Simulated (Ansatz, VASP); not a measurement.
**One calculation of CdF2, two programs**

```
Cd F
1.0
     0.00000    2.79303    2.49017
     2.79303    0.00000    2.49017
     2.79303    2.79303    0.00000
Cd F
1 2
Direct
  0.00000 0.00000 0.00000
  0.25000 0.25000 0.25000
  0.75000 0.75000 0.75000
```

Change from the starting cell: strain +e along x and -e along y +0.0000, strain +e along z and -e/2 along x and y -0.0750.

Alike in both runs: task single point; functional PBEsol; k mesh 8 × 8 × 8; occupations gaussian, width 0.05 eV; no spin polarisation.

|  | VASP | Ansatz |
| --- | --- | --- |
| version | VASP 6.6.1 | Ansatz 0.2.0 |
| potentials or method | VASP PAW PBE potentials, release 64 (Cd, F), cutoff 520 eV | scalar-relativistic, plane waves, PAW |
| valence electrons in the cell | 26 | 34 |

VASP gave:

```
gap on the k mesh at the Fermi level (eV)                     : 2.52
least direct gap on the mesh (eV)                             : 3.05
pressure (GPa)                                                : 1.2
traceless stress, the component that is largest in VASP (GPa) : 8.96
```

Question: Estimate Ansatz's values.

Answer: gap on the k mesh at the Fermi level (eV): 2.55; least direct gap on the mesh (eV): 3.09; pressure (GPa): 0.4; traceless stress, the component that is largest in VASP (GPa): 9.09.

VASP's potentials were made for PBE, not for PBEsol. With one functional, cell and mesh, what is left measures potentials, basis and numerics. VASP's potentials hold 26 valence electrons a cell and Ansatz's 34, so a difference there can come from the potentials and not from the codes.
